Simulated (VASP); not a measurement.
# NaGeI3: relaxation of cell and atoms with r2SCAN+rVV10

The system is NaGeI3.

```
Na Ge I
1.0
     5.80006    0.00000    0.00000
     0.00000    5.80006    0.00000
     0.00000    0.00000    5.80006
Na Ge I
1 1 3
Direct
  0.00000 0.00000 0.00000
  0.50000 0.50000 0.50000
  0.50000 0.50000 0.00000
  0.50000 0.00000 0.50000
  0.00000 0.50000 0.50000
```

```yaml
Program: VASP 6.6.1
Task: relaxation of cell and atoms
Functional: r2SCAN
Dispersion: rVV10
Potentials_or_basis: VASP PAW PBE potentials, release 64 (Na_pv, Ge_d, I)
Cutoff: 600 eV
k_mesh: 4 × 4 × 4
Occupations: fermi-dirac, width 0.03 eV
Spin: no spin polarisation
Dipole_correction: no
Further_INCAR_settings: ALGO = Normal; EDIFF = 1e-07; IBRION = 2; EDIFFG = -0.01; NSW = 100; ISIF = 3
```

The relaxed volume is 39.91 Å³/atom, the relaxed cell is a = 5.844 Å, b = 5.844 Å, c = 5.844 Å, α = 90.00°, β = 90.00°, γ = 90.00° and the space group after relaxing (to 0.1 Å) is Pm-3m (No. 221). The energy gained by relaxing is 1.3 meV/atom, the ionic steps are 3 and the pressure after relaxing is 0.0 GPa. The band gap on the k mesh is 0.36 eV.

The path:
```
step  energy change (eV)  largest force (eV/Å)  pressure (GPa)  volume (Å³)
   1              0.0000                0.0000            0.50       195.12
   2             -0.0064                0.0000            0.10       198.55
   3             -0.0067                0.0000            0.00       199.56
```

Final structure:
```yaml
crystal:
  lattice:
    - [5.84375, 0.00000, 0.00000]
    - [0.00000, 5.84375, 0.00000]
    - [0.00000, 0.00000, 5.84375]
  atoms:
    - { symbol: Na, position: [0.00000, 0.00000, 0.00000] }
    - { symbol: Ge, position: [0.50000, 0.50000, 0.50000] }
    - { symbol: I, position: [0.50000, 0.50000, 0.00000] }
    - { symbol: I, position: [0.50000, 0.00000, 0.50000] }
    - { symbol: I, position: [0.00000, 0.50000, 0.50000] }
```

Levels at points of the mesh, in eV from the valence-band top:
```tsv
k point	band 19	band 20	band 21	band 22	band 23	band 24
(0.00, 0.00, 0.00)	-2.11	-2.11	-2.11	1.56	4.58	4.58
(0.50, 0.00, 0.00)	-2.14	-2.14	-1.53	0.88	3.49	3.58
(0.50, 0.50, 0.00)	-2.40	-1.41	-0.75	0.75	0.75	3.16
(0.50, 0.50, 0.50)	-1.39	-1.39	0.00	0.36	0.36	0.36
```

Wall time 9 min on 1 thread of Intel(R) Xeon(R) 6975P-C (Granite Rapids), on a shared host, peak memory 0.78 GiB.

Caveat: the PAW data sets were made with another functional, which shifts forces and pressure a little; spin-orbit coupling is left out, which moves the levels of the heavy elements. A k mesh can miss the band edges.
